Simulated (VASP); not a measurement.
# Ca (Fm-3m) in VASP: settings compared

Aim: see how the results for Ca move with the level of theory and the settings. Levels: PBE, PBEsol. Tasks: single point.

Everything below comes from runs of VASP 6.6.1. Logs are shortened: lines on timing, memory, paths and dates and some standing lists are left out, and cuts for length are marked.

**1. The cell of the first run**

The structure is cubic, space group Fm-3m (No. 225). Conventional cell: a = 5.525 Å, b = 5.525 Å, c = 5.525 Å, α = 90.00°, β = 90.00°, γ = 90.00°. Within 5.1 Å of Ca (site symmetry m-3m) lie 12 Ca at 3.91 Å.

**2. Single point, PBE**

The input, POSCAR:

```
Ca
1.0
    0.0000000000      2.7623960552      2.7623960552
    2.7623960552      0.0000000000      2.7623960552
    2.7623960552      2.7623960552      0.0000000000
Ca
1
Direct
    0.0000000000      0.0000000000      0.0000000000
```

The input, INCAR.step1:

```
PREC     = Accurate       # precision mode
ENCUT    = 520            # plane-wave cutoff, eV
EDIFF    = 1E-7           # SCF threshold, eV
ISMEAR   = 0              # smearing method
SIGMA    = 0.1            # smearing width, eV
LREAL    = F              # projectors in reciprocal space
LASPH    = T              # aspherical terms in the spheres
NELM     = 60             # most SCF steps
ALGO     = Normal         # electronic algorithm
ISIF     = 2              # what is computed and relaxed
LWAVE    = F              # write WAVECAR
LCHARG   = T              # write CHGCAR
GGA      = PE             # functional
NBANDS   = 11             # bands
```

The input, KPOINTS.step1:

```
regular mesh
0
Gamma
  14 14 14
```

The input, INCAR.step2:

```
PREC     = Accurate       # precision mode
ENCUT    = 520            # plane-wave cutoff, eV
EDIFF    = 1E-7           # SCF threshold, eV
ISMEAR   = -5             # smearing method
SIGMA    = 0.1            # smearing width, eV
LREAL    = F              # projectors in reciprocal space
LASPH    = T              # aspherical terms in the spheres
NELM     = 60             # most SCF steps
ALGO     = Normal         # electronic algorithm
ISIF     = 2              # what is computed and relaxed
LWAVE    = F              # write WAVECAR
LCHARG   = F              # write CHGCAR
GGA      = PE             # functional
LORBIT   = 11             # projections on sites
NBANDS   = 11             # bands
NEDOS    = 2001           # points of the DOS
ICHARG   = 11             # starting density
```

The input, KPOINTS.step2:

```
regular mesh
0
Gamma
  21 21 21
```

Potentials or basis: VASP PAW PBE potentials, release 64 (Ca_sv).

The run is started by

```sh
cat potpaw_PBE.64/Ca_sv/POTCAR > POTCAR
cp INCAR.step1 INCAR
cp KPOINTS.step1 KPOINTS
mpirun -np 1 vasp_std > vasp.out
cp INCAR.step2 INCAR
cp KPOINTS.step2 KPOINTS
mpirun -np 1 vasp_std > vasp.out
```

OUTCAR:

```text
PREC = Accurate
   ENCUT = 520
   EDIFF = 1E-7
   ISMEAR = -5
   LREAL = F
   LASPH = T
   NELM = 60
   ISIF = 2
   GGA = PE
   LORBIT = 11
   ICHARG = 11

 ion  position               nearest neighbor table
   1  0.000  0.000  0.000-

  LATTYP: Found a face centered cubic cell.
 ALAT       =     5.5247921104

  Lattice vectors:

 A1 = (   0.0000000000,   2.7623960552,   2.7623960552)
 A2 = (   2.7623960552,   0.0000000000,   2.7623960552)
 A3 = (   2.7623960552,   2.7623960552,   0.0000000000)

Analysis of symmetry for initial positions (statically):
=====================================================================
 Subroutine PRICEL returns:
 Original cell was already a primitive cell.

 Routine SETGRP: Setting up the symmetry group for a
 face centered cubic supercell.

 Subroutine GETGRP returns: Found 48 space group operations
 (whereof 48 operations were pure point group operations)
 out of a pool of 48 trial point group operations.

The static configuration has the point symmetry O_h .

Analysis of symmetry for dynamics (positions and initial velocities):
=====================================================================
 Subroutine PRICEL returns:
 Original cell was already a primitive cell.

 Routine SETGRP: Setting up the symmetry group for a
 face centered cubic supercell.

 Subroutine GETGRP returns: Found 48 space group operations
 (whereof 48 operations were pure point group operations)
 out of a pool of 48 trial point group operations.

The dynamic configuration has the point symmetry O_h .

 Subroutine INISYM returns: Found 48 space group operations
 (whereof 48 operations are pure point group operations),
 and found     1 'primitive' translations

----------------------------------------------------------------------------------------

                                     Primitive cell

  volume of cell :      42.1588

  direct lattice vectors                    reciprocal lattice vectors
     0.000000000  2.762396055  2.762396055    -0.181002286  0.181002286  0.181002286
     2.762396055  0.000000000  2.762396055     0.181002286 -0.181002286  0.181002286
     2.762396055  2.762396055  0.000000000     0.181002286  0.181002286 -0.181002286

  length of vectors
     3.906617966  3.906617966  3.906617966     0.313505155  0.313505155  0.313505155

  position of ions in fractional coordinates (direct lattice)
     0.000000000  0.000000000  0.000000000

  ion indices of the primitive-cell ions
   primitive index   ion index
                 1           1

----------------------------------------------------------------------------------------

 KPOINTS: regular mesh

Automatic generation of k-mesh.
 Grid dimensions read from file:
 generate k-points for:   21   21   21

 Generating k-lattice:

  Cartesian coordinates                     Fractional coordinates (reciprocal lattice)
    -0.008619156  0.008619156  0.008619156     0.047619048  0.000000000  0.000000000
     0.008619156 -0.008619156  0.008619156     0.000000000  0.047619048  0.000000000
     0.008619156  0.008619156 -0.008619156     0.000000000  0.000000000  0.047619048

  Length of vectors
     0.014928817  0.014928817  0.014928817

  Shift w.r.t. Gamma in fractional coordinates (k-lattice)
     0.000000000  0.000000000  0.000000000

 TETIRR: Found   1276 inequivalent tetrahedra from    55566

 Subroutine IBZKPT returns following result:
 ===========================================

 Found    286 irreducible k-points:

 Following reciprocal coordinates:
            Coordinates               Weight
  0.000000  0.000000  0.000000      1.000000
  0.047619  0.000000  0.000000      8.000000
  0.095238  0.000000  0.000000      8.000000
  0.142857  0.000000  0.000000      8.000000
  0.190476  0.000000  0.000000      8.000000
  0.238095  0.000000  0.000000      8.000000
[... 16 lines left out ...]
 -0.428571  0.047619  0.000000     24.000000
 -0.380952  0.047619  0.000000     24.000000
 [... further k-points ...]
   k-points           NKPTS =    286   k-points in BZ     NKDIM =    286   number of bands    NBANDS=     11
   number of dos      NEDOS =   2001   number of ions     NIONS =      1
   total plane-waves  NPLWV =  27000
   dimension x,y,z NGX =    30 NGY =   30 NGZ =   30
   dimension x,y,z NGXF=    60 NGYF=   60 NGZF=   60
   ions per type =               1
   NGX,Y,Z   is equivalent  to a cutoff of  12.77, 12.77, 12.77 a.u.
   NGXF,Y,Z  is equivalent  to a cutoff of  25.53, 25.53, 25.53 a.u.
 SYSTEM =  unknown system
   PREC   = accura    normal or accurate (medium, high low for compatibility)
   ISTART =      0    job   : 0-new  1-cont  2-samecut
   ICHARG =     11    charge: 1-file 2-atom 10-const
   ISPIN  =      1    spin polarized calculation?
   LNONCOLLINEAR =      F non collinear calculations
   LSORBIT =      F    spin-orbit coupling
   LASPH  =      T    aspherical Exc in radial PAW
   ENCUT  =  520.0 eV  38.22 Ry    6.18 a.u.   7.26  7.26  7.26*2*pi/ulx,y,z
   NELM   =     60;   NELMIN=  2; NELMDL=  0     # of ELM steps
   EDIFF  = 0.1E-06   stopping-criterion for ELM
   LREAL  =      F    real-space projection
   EDIFFG = 0.1E-05   stopping-criterion for IOM
   NSW    =      0    number of steps for IOM
   IBRION =     -1    ionic relax: 0-MD 1-quasi-New 2-CG
   NFREE  =      0    steps in history (QN), initial steepest desc. (CG)
   ISIF   =      2    stress and relaxation
   ISYM   =      2    0-nonsym 1-usesym 2-fastsym
   POTIM  = 0.5000    time-step for ionic-motion
   TEBEG  =    0.0;   TEEND  =   0.0 temperature during run
   PSTRESS=    0.0 pullay stress
   NELECT =      10.0000    total number of electrons
   NUPDOWN=      -1.0000    fix difference up-down
   EMIN   =  10.00;   EMAX   =-10.00  energy-range for DOS
   EFERMI =   0.00;   METHOD = LEGACY
   ISMEAR =    -5;   SIGMA  =   0.10  broadening in eV -4-tet -1-fermi 0-gaus
   EFERMI_NEDOS =   21; number of points for ismear=-14 and -15
   IALGO  =     38    algorithm
   IMIX   =      4    mixing-type and parameters
     AMIX     =   0.40;   BMIX     =  1.00
     AMIX_MAG =   1.60;   BMIX_MAG =  1.00
  volume/ion in A,a.u.               =      42.16       284.50
  Fermi-wavevector in a.u.,A,eV,Ry     =   1.013395  1.915039 13.972776  1.026970
  Thomas-Fermi vector in A             =   2.146562
   LORBIT       =     11    0 simple, 1 ext, 2 COOP (PROOUT), +10 PAW based schemes
   GGA     = PE    functional components
   LHFCALC =     F    Hartree Fock is set to
   AEXX    =    0.0000 exact exchange contribution
   IVDW    =     0    specifies the selected vdW correction
   LEPSILON=     F    determine dielectric tensor
   LRPA    =     F    only Hartree local field effects (RPA)
 non-spin polarized calculation
 Fermi weights with tetrahedron method with Bloechl corrections
  energy-cutoff  :      520.00
  volume of cell :       42.16
 maximum number of plane-waves:      1155
 NGX is ok and might be reduce to    30

 number of electron      10.0000001 magnetization

 Free energy of the ion-electron system (eV)
  ---------------------------------------------------
  ext. energy  EPLUGINS =         0.00000000
  ---------------------------------------------------
  free energy    TOTEN  =        -1.92909123 eV

  energy without entropy =       -1.92909123  energy(sigma->0) =       -1.92909123

 E-fermi :   1.9610     XC(G=0):  -7.7389

 val. band max:        1.9701029323   @ k =  -0.3810   0.3333   0.0476
 cond. band min:       1.9090930298   @ k =  -0.4286   0.2381   0.0000
 fundamental gap:     -0.0610099025
 Fermi energy:         1.9610175492

 k-point     1 :       0.0000    0.0000    0.0000
  band No.  band energies     occupation
      1     -40.0528      2.00000
      2     -20.9696      2.00000
      3     -20.9696      2.00000
      4     -20.9696      2.00000
      5      -2.0638      2.00000
      6       4.3016      0.00000
      7       4.3016      0.00000
      8       4.3016      0.00000
      9       5.3722      0.00000
     10       5.3722      0.00000
     11      11.0862      0.00000

 k-point     2 :       0.0476    0.0000    0.0000
  band No.  band energies     occupation
      1     -40.0525      2.00000
      2     -20.9727      2.00000
      3     -20.9700      2.00000
      4     -20.9700      2.00000
      5      -2.0248      2.00000
      6       4.2587      0.00000
      7       4.3171      0.00000
      8       4.3171      0.00000
      9       5.3583      0.00000
     10       5.3583      0.00000
     11      11.1375      0.00000

 k-point     3 :       0.0952    0.0000    0.0000
  band No.  band energies     occupation
      1     -40.0517      2.00000
      2     -20.9819      2.00000
      3     -20.9713      2.00000
      4     -20.9713      2.00000
      5      -1.9087      2.00000
      6       4.1363      0.00000
      7       4.3589      0.00000
      8       4.3589      0.00000
      9       5.3236      0.00000
     10       5.3236      0.00000
     11      11.2503      0.00000

 k-point     4 :       0.1429    0.0000    0.0000
  band No.  band energies     occupation
      1     -40.0503      2.00000
      2     -20.9961      2.00000
      3     -20.9733      2.00000
      4     -20.9733      2.00000
      5      -1.7182      2.00000
      6       3.9497      0.00000
      7       4.4120      0.00000
      8       4.4120      0.00000
      9       5.2891      0.00000
     10       5.2891      0.00000
     11      11.0256      0.00000

 k-point     5 :       0.1905    0.0000    0.0000
  band No.  band energies     occupation
      1     -40.0485      2.00000
      2     -21.0142      2.00000
      3     -20.9757      2.00000
      4     -20.9757      2.00000
      5      -1.4575      2.00000
      6       3.7168      0.00000
      7       4.4493      0.00000
      8       4.4493      0.00000
      9       5.2892      0.00000
     10       5.2892      0.00000
     11      10.2898      0.00000
[... 211 lines left out ...]
 k-point    21 :       0.4762    0.0476    0.0000
  band No.  band energies     occupation
      1     -40.0393      2.00000
      2     -21.1051      2.00000
      3     -20.9902      2.00000
      4     -20.9896      2.00000
      5       0.8474      2.00000
      6       1.9513      1.03155
      7       4.1497      0.00000
      8       4.2202      0.00000
      9       6.0162      0.00000
     10       6.0576      0.00000
     11       7.2227      0.00000

 k-point    22 :      -0.4762    0.0476    0.0000
  band No.  band energies     occupation
      1     -40.0391      2.00000
      2     -21.1071      2.00000
      3     -20.9911      2.00000
      4     -20.9893      2.00000
      5       1.0040      2.00000
      6       1.8131      2.09800
      7       4.1416      0.00000
      8       4.2100      0.00000
      9       6.0444      0.00000
     10       6.0838      0.00000
     11       7.1596      0.00000

 k-point    23 :      -0.4286    0.0476    0.0000
  band No.  band energies     occupation
      1     -40.0395      2.00000
      2     -21.1032      2.00000
      3     -20.9910      2.00000
      4     -20.9882      2.00000
      5       0.7242      2.00000
      6       2.0576      0.12479
      7       4.1588      0.00000
      8       4.2268      0.00000
      9       5.9516      0.00000
     10       6.0685      0.00000
     11       7.2875      0.00000

 k-point    24 :      -0.3810    0.0476    0.0000
  band No.  band energies     occupation
      1     -40.0404      2.00000
      2     -21.0936      2.00000
      3     -20.9901      2.00000
      4     -20.9864      2.00000
      5       0.2948      2.00000
      6       2.4059      0.00000
      7       4.1993      0.00000
      8       4.2695      0.00000
      9       5.7969      0.00000
     10       5.9777      0.00000
     11       7.5948      0.00000

 [... further k-points ...]

------------------------ aborting loop because EDIFF is reached ----------------------------------------

  FORCE on cell =-STRESS in cart. coord.  units (eV):
  Direction    XX          YY          ZZ          XY          YZ          ZX
  --------------------------------------------------------------------------------------
  -------------------------------------------------------------------------------------
  Total        0.0024354      0.0024354      0.0024354      0.0000000     -0.0000000      0.0000000
  in kB        0.0925534      0.0925534      0.0925534      0.0000000     -0.0000000      0.0000000
  external PRESSURE =       0.0925534 kB  Pullay stress =       0.0000000 kB

 VOLUME and BASIS-vectors are now :
 -----------------------------------------------------------------------------
  energy-cutoff  :      520.00
  volume of cell :       42.16
      direct lattice vectors                 reciprocal lattice vectors
     0.000000000  2.762396055  2.762396055    -0.181002286  0.181002286  0.181002286
     2.762396055  0.000000000  2.762396055     0.181002286 -0.181002286  0.181002286
     2.762396055  2.762396055  0.000000000     0.181002286  0.181002286 -0.181002286

 POSITION                                       TOTAL-FORCE (eV/Angst)
 -----------------------------------------------------------------------------------
      0.00000      0.00000      0.00000         0.000000      0.000000      0.000000
 -----------------------------------------------------------------------------------
    total drift:                                0.000000     -0.000000      0.000000

  FREE ENERGIE OF THE ION-ELECTRON SYSTEM (eV)
  ---------------------------------------------------
  free  energy   TOTEN  =        -1.9290912289 eV

  energy  without entropy=       -1.9290912289  energy(sigma->0) =       -1.92909123

 total charge

# of ion       s       p       d       tot
------------------------------------------
    1        2.085   5.832   0.159   8.076
```

Run time: 2.9 min. Hardware: 1 thread of Intel Xeon 8259CL, shared host; peak memory 0.26 GiB.

Results:

- Valence electrons inside the program's atomic spheres: Ca 8.08

Caveat: tetrahedron occupations give inexact forces and stress in metals.

**3. Single point, PBEsol**

POSCAR is that of step 2.

The input, INCAR.step1:

```
SYSTEM = Ca
PREC = Accurate
ENCUT = 520
EDIFF = 1E-7
ISMEAR = 0
SIGMA = 0.1
LREAL = .FALSE.
LASPH = .TRUE.
NELM = 60
ALGO = Fast
ISIF = 2
LWAVE = .FALSE.
LCHARG = .TRUE.
GGA = PS
NBANDS = 11
```

The input, KPOINTS.step1:

```
regular mesh
0
G
  14 14 14
  0 0 0
```

The input, INCAR.step2:

```
SYSTEM = Ca
PREC = Accurate
ENCUT = 520
EDIFF = 1E-7
ISMEAR = -5
SIGMA = 0.1
LREAL = .FALSE.
LASPH = .TRUE.
NELM = 60
ALGO = Fast
ISIF = 2
LWAVE = .FALSE.
LCHARG = .FALSE.
GGA = PS
LORBIT = 11
NBANDS = 11
NEDOS = 1001
ICHARG = 11
```

The input, KPOINTS.step2:

```
regular mesh
0
G
  21 21 21
  0 0 0
```

Potentials or basis: VASP PAW PBE potentials, release 64 (Ca_sv).

The run is started by

```sh
cat potpaw_PBE.64/Ca_sv/POTCAR > POTCAR
cp INCAR.step1 INCAR
cp KPOINTS.step1 KPOINTS
mpirun -np 1 vasp_std > vasp.out
cp INCAR.step2 INCAR
cp KPOINTS.step2 KPOINTS
mpirun -np 1 vasp_std > vasp.out
```

Wall time 4.2 min (1 thread of Intel Xeon 8259CL, shared host); peak memory 0.26 GiB.

Results (log left out):

```
Valence electrons inside the program's atomic spheres : Ca 8.07
```

Levels at points of the mesh, in eV from the Fermi level:
| k point | band 3 | band 4 | band 5 | band 6 | band 7 | band 8 |
| --- | --- | --- | --- | --- | --- | --- |
| (0.00, 0.00, 0.00) | -22.83 | -22.83 | -4.03 | 2.33 | 2.33 | 2.33 |

Caveat: the PAW data sets were made with another functional, which shifts forces and pressure a little; tetrahedron occupations give inexact forces and stress in metals.
